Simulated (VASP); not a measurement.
# Ga3O2 (Pm-3m) in VASP: further runs, part 2 of 2

VASP 6.6.1.

### 5 Relaxation of cell and atoms, PBE

This run uses another cell than the first one, of 17.21 Å³/atom, 1.208 times its volume.

File INCAR:

```
SYSTEM = Ga3O2
PREC     = Accurate       ! precision mode
ENCUT    = 600            ! plane-wave cutoff, eV
EDIFF    = 1E-6           ! SCF threshold, eV
ISMEAR   = 0              ! smearing method
SIGMA    = 0.1            ! smearing width, eV
LREAL    = .False.        ! projectors in reciprocal space
LASPH    = .True.         ! aspherical terms in the spheres
NELM     = 80             ! most SCF steps
ALGO     = Normal         ! electronic algorithm
ISIF     = 3              ! what is computed and relaxed
LWAVE    = .False.        ! write WAVECAR
LCHARG   = .False.        ! write CHGCAR
GGA      = PE             ! functional
IBRION   = 2              ! ionic algorithm
NSW      = 100            ! ionic steps
EDIFFG   = -0.01          ! ionic threshold
```

File KPOINTS:

```
regular mesh
0
Gamma
  8 8 8
  0 0 0
```

File POSCAR:

```
Ga3O2
1.0
    4.4147358342      0.0000000000      0.0000000000
    0.0000000000      4.4147358342      0.0000000000
    0.0000000000      0.0000000000      4.4147358342
Ga O
3 2
Direct
    0.0000000000      0.5000000000      0.5000000000
    0.5000000000      0.0000000000      0.5000000000
    0.5000000000      0.5000000000      0.0000000000
    0.0000000000      0.0000000000      0.0000000000
    0.5000000000      0.5000000000      0.5000000000
```

Potentials or basis: VASP PAW PBE potentials, release 64 (Ga_d, O).

On the command line:

```bash
cat potpaw_PBE.64/Ga_d/POTCAR potpaw_PBE.64/O/POTCAR > POTCAR
mpirun -np 1 vasp_std > vasp.out
```

OUTCAR:

```text
SYSTEM = Ga3O2
   PREC = Accurate
   ENCUT = 600
   EDIFF = 1E-6
   ISMEAR = 0
   LREAL = .False.
   LASPH = .True.
   NELM = 80
   ISIF = 3
   GGA = PE
   IBRION = 2
   NSW = 100
   EDIFFG = -0.01

 ion  position               nearest neighbor table
   1  0.000  0.500  0.500-   5 2.21   5 2.21
   2  0.500  0.000  0.500-   5 2.21   5 2.21
   3  0.500  0.500  0.000-   5 2.21   5 2.21
   4  0.000  0.000  0.000-
   5  0.500  0.500  0.500-   1 2.21   2 2.21   3 2.21   3 2.21   2 2.21   1 2.21

  LATTYP: Found a simple cubic cell.
 ALAT       =     4.4147358342

  Lattice vectors:

 A1 = (   4.4147358342,   0.0000000000,   0.0000000000)
 A2 = (   0.0000000000,   4.4147358342,   0.0000000000)
 A3 = (   0.0000000000,   0.0000000000,   4.4147358342)

Analysis of symmetry for initial positions (statically):
=====================================================================
 Subroutine PRICEL returns:
 Original cell was already a primitive cell.

 Routine SETGRP: Setting up the symmetry group for a
 simple cubic supercell.

 Subroutine GETGRP returns: Found 48 space group operations
 (whereof 48 operations were pure point group operations)
 out of a pool of 48 trial point group operations.

The static configuration has the point symmetry O_h .

Analysis of symmetry for dynamics (positions and initial velocities):
=====================================================================
 Subroutine PRICEL returns:
 Original cell was already a primitive cell.

 Routine SETGRP: Setting up the symmetry group for a
 simple cubic supercell.
[... 180 lines left out ...]
     0.000000000  0.000000000  4.414735834     0.000000000  0.000000000  0.226514119

 POSITION                                       TOTAL-FORCE (eV/Angst)
 -----------------------------------------------------------------------------------
      0.00000      2.20737      2.20737         0.000000      0.000000      0.000000
      2.20737      0.00000      2.20737         0.000000      0.000000      0.000000
      2.20737      2.20737      0.00000         0.000000      0.000000      0.000000
      0.00000      0.00000      0.00000         0.000000      0.000000      0.000000
      2.20737      2.20737      2.20737         0.000000      0.000000      0.000000
 -----------------------------------------------------------------------------------
    total drift:                                0.000000      0.000000      0.000000

  FREE ENERGIE OF THE ION-ELECTRON SYSTEM (eV)
  ---------------------------------------------------
  free  energy   TOTEN  =       -18.4655794374 eV

  energy  without entropy=      -18.4490161465  energy(sigma->0) =      -18.45729779

--------------------------------------- Ionic step        2  -------------------------------------------

 number of electron      50.9999944 magnetization

 Free energy of the ion-electron system (eV)
  ---------------------------------------------------
  ext. energy  EPLUGINS =         0.00000000
  ---------------------------------------------------
  free energy    TOTEN  =       -18.46729018 eV

  energy without entropy =      -18.45090371  energy(sigma->0) =      -18.45909695

 E-fermi :   3.2238     XC(G=0): -10.1807

 val. band max:        3.1753166071   @ k =   0.3750   0.2500   0.1250
 cond. band min:       3.2262916274   @ k =   0.3750   0.3750   0.3750
 fundamental gap:      0.0509750203
 Fermi energy:         3.2237728883

 k-point     1 :       0.0000    0.0000    0.0000
  band No.  band energies     occupation
      1     -16.4885      2.00000
      2     -12.6712      2.00000
      3     -11.4768      2.00000
      4     -11.4768      2.00000
      5     -11.4768      2.00000
      6     -11.4110      2.00000
[... 781 lines left out ...]
     29       5.6897      0.00000
     30       7.8466      0.00000

 [... further k-points ...]
[... 5 lines left out ...]
  --------------------------------------------------------------------------------------
  -------------------------------------------------------------------------------------
  Total       -0.0435215     -0.0435215     -0.0435215      0.0000000      0.0000000     -0.0000000
  in kB       -0.8178557     -0.8178557     -0.8178557      0.0000000      0.0000000     -0.0000000
  external PRESSURE =      -0.8178557 kB  Pullay stress =       0.0000000 kB

 VOLUME and BASIS-vectors are now :
 -----------------------------------------------------------------------------
  energy-cutoff  :      600.00
  volume of cell :       85.26
      direct lattice vectors                 reciprocal lattice vectors
     4.401283204  0.000000000 -0.000000000     0.227206465  0.000000000 -0.000000000
    -0.000000000  4.401283204 -0.000000000    -0.000000000  0.227206465 -0.000000000
     0.000000000  0.000000000  4.401283204     0.000000000  0.000000000  0.227206465

 POSITION                                       TOTAL-FORCE (eV/Angst)
 -----------------------------------------------------------------------------------
      0.00000      2.20064      2.20064        -0.000000      0.000000      0.000000
      2.20064      0.00000      2.20064         0.000000      0.000000      0.000000
      2.20064      2.20064     -0.00000        -0.000000     -0.000000      0.000000
      0.00000      0.00000      0.00000         0.000000     -0.000000      0.000000
      2.20064      2.20064      2.20064         0.000000     -0.000000      0.000000
 -----------------------------------------------------------------------------------
    total drift:                                0.000000      0.000000      0.000000

  FREE ENERGIE OF THE ION-ELECTRON SYSTEM (eV)
  ---------------------------------------------------
  free  energy   TOTEN  =       -18.4672901822 eV

  energy  without entropy=      -18.4509037115  energy(sigma->0) =      -18.45909695

 reached required accuracy - stopping structural energy minimisation
```

OSZICAR:

```text
N       E                     dE             d eps       ncg     rms          rms(c)
DAV:   1     0.468312970244E+03    0.46831E+03   -0.27020E+04  2112   0.313E+03
[... 18 lines left out ...]
DAV:   1    -0.185142162070E+02   -0.48636E-01   -0.70510E-01  2694   0.102E+01    0.142E+00
DAV:   2    -0.184831479412E+02    0.31068E-01   -0.17595E-01  2450   0.353E+00    0.858E-01
DAV:   3    -0.184755531459E+02    0.75948E-02   -0.52971E-02  3062   0.145E+00    0.681E-01
DAV:   4    -0.184688203173E+02    0.67328E-02   -0.12767E-02  2778   0.980E-01    0.223E-01
DAV:   5    -0.184674565077E+02    0.13638E-02   -0.26276E-03  2528   0.393E-01    0.655E-02
DAV:   6    -0.184673131822E+02    0.14333E-03   -0.51728E-04  3064   0.218E-01    0.232E-02
DAV:   7    -0.184672892887E+02    0.23893E-04   -0.53770E-05  2894   0.711E-02    0.305E-03
DAV:   8    -0.184672901822E+02   -0.89347E-06   -0.42151E-06  1786   0.157E-02
   2 F= -.18467290E+02 E0= -.18459097E+02  d E =-.171074E-02
```

Wall time 77 s (1 thread of Intel Xeon 6975P-C (Granite Rapids), shared host); peak memory 0.25 GiB.

Results:

| Quantity | Value |
| --- | --- |
| Free energy | -18.4673 eV |
| Relaxed volume | 17.05 Å³/atom |
| Relaxed cell | a = 4.401 Å, b = 4.401 Å, c = 4.401 Å, α = 90.00°, β = 90.00°, γ = 90.00° |
| Space group after relaxing (to 0.05 Å) | Pm-3m (No. 221) |
| Energy gained by relaxing | 0.3 meV/atom |
| Ionic steps | 2 |
| Pressure after relaxing | -0.1 GPa |

The path:
| step | energy change (eV) | largest force (eV/Å) | pressure (GPa) | volume (Å³) |
| --- | --- | --- | --- | --- |
| 1 | 0.0000 | 0.0000 | -0.59 | 86.04 |
| 2 | -0.0017 | 0.0000 | -0.08 | 85.26 |

Final structure:
```
Ga O
1.0
     4.40128    0.00000    0.00000
     0.00000    4.40128    0.00000
     0.00000    0.00000    4.40128
Ga O
3 2
Direct
  0.00000 0.50000 0.50000
  0.50000 0.00000 0.50000
  0.50000 0.50000 0.00000
  0.00000 0.00000 0.00000
  0.50000 0.50000 0.50000
```

Caveat: an odd number of electrons without spin polarisation forces a metal; a magnetic or distorted state may lie lower.

### 6 Overview

```csv
task,spin,cell,k mesh,cutoff (eV),gap on the mesh (eV),pressure (GPa),moment (μB)
single point,"collinear, ferromagnetic start","a = 4.145 Å, 5 atoms",4 × 4 × 4,520,none,15.7,0.33
single point,off,"a = 4.398 Å, 5 atoms",8 × 8 × 8,520,none,0.1,-
single point,"collinear, ferromagnetic start","a = 4.415 Å, 5 atoms",4 × 4 × 4,520,none,0.4,0.00
relaxation of cell and atoms,off,"relaxed from a = 4.415 Å, 5 atoms",8 × 8 × 8,600,none,-0.1,-
```

Alike in all rows: level PBE; potentials or basis VASP PAW PBE potentials, release 64 (Ga_d, O); smearing gaussian 0.1 eV.

Caveats: some runs use coarse meshes; an odd number of electrons without spin polarisation forces a metal (some runs); a magnetic or distorted state may lie lower (some runs).

Absolute energies hang on the potentials; compare differences alone.
